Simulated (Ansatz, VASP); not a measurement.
Al in VASP and in Ansatz

```
Al
1.0
     2.76990    0.00000    0.00000
    -1.38495    2.39880    0.00000
     0.00000    0.00000    4.34140
Al
2
Direct
  0.66667 0.33333 0.75000
  0.33333 0.66667 0.25000
```

Alike in both runs: task single point; functional PBEsol; k mesh 18 × 18 × 10; occupations gaussian, width 0.15 eV; no spin polarisation.

```csv
,VASP,Ansatz
version,VASP 6.6.1,Ansatz 0.2.0
potentials or method,"VASP PAW PBE potentials, release 64 (Al), cutoff 520 eV","scalar-relativistic, plane waves, PAW"
valence electrons in the cell,6,6
```

```tsv
	VASP	Ansatz	Ansatz less VASP
gap on the k mesh at the Fermi level (eV)	none	none	-
pressure (GPa)	13.0	12.9	-0.14
traceless stress, the component that is largest in VASP (GPa)	3.79	3.76	-0.023
```

VASP's potentials were made for PBE, not for PBEsol, and Ansatz warns of the same on its side. A gap of «none» marks a metal or a gap that the smearing closes.
